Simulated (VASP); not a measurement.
Here is a VASP 6.6.1 calculation.

Contents of POSCAR:

```
ZrS2
1.0
    3.6711300500      0.0000000000      0.0000000000
   -1.8355650200      3.1792918800      0.0000000000
    0.0000000000      0.0000000000      6.1079144200
Zr S
1 2
Direct
    0.0000000000      0.0000000000      0.0000000000
    0.6666666700      0.3333333300      0.7639520500
    0.3333333300      0.6666666700      0.2360479500
```

INCAR.step1

```
PREC = Accurate ; ENCUT = 550
ISMEAR = 0 ; SIGMA = 0.1
LREAL = False ; LASPH = True
NELM = 120 ; NBANDS = 19
GGA = PE ; ALGO = Normal
EDIFF = 1E-5 ; LWAVE = True
LCHARG = False ; GGA_COMPAT = False
```

The input INCAR.step2:

```
PREC = Accurate ; ENCUT = 550
EDIFF = 1E-6 ; ISMEAR = 0
SIGMA = 0.1 ; LREAL = False
LASPH = True ; NELM = 120
ALGO = Normal ; ISIF = 2
LWAVE = False ; LCHARG = False
METAGGA = R2SCAN ; LMIXTAU = True
LUSE_VDW = True ; IVDW_NL = 2
BPARAM = 11.95 ; CPARAM = 0.0093
NBANDS = 19 ; ISTART = 1
GGA_COMPAT = False
```

The input KPOINTS:

```
regular mesh
0
Gamma
  6 6 4
```

Potentials or basis: VASP PAW PBE potentials, release 64 (Zr_sv, S).

Command:

```console
$ cat potpaw_PBE.64/Zr_sv/POTCAR potpaw_PBE.64/S/POTCAR > POTCAR
$ cp INCAR.step1 INCAR
$ mpirun -np 1 vasp_std > vasp.out
$ cp INCAR.step2 INCAR
$ mpirun -np 1 vasp_std > vasp.out
```

(1) Predict the largest force.

(2) What does it give for the band gap on the k mesh?

Answers

(1) 0.092 eV/Å.

(2) 1.37 eV, indirect (least direct gap 2.00 eV).

Caveat: the PAW data sets were made with another functional, which shifts forces and pressure a little.
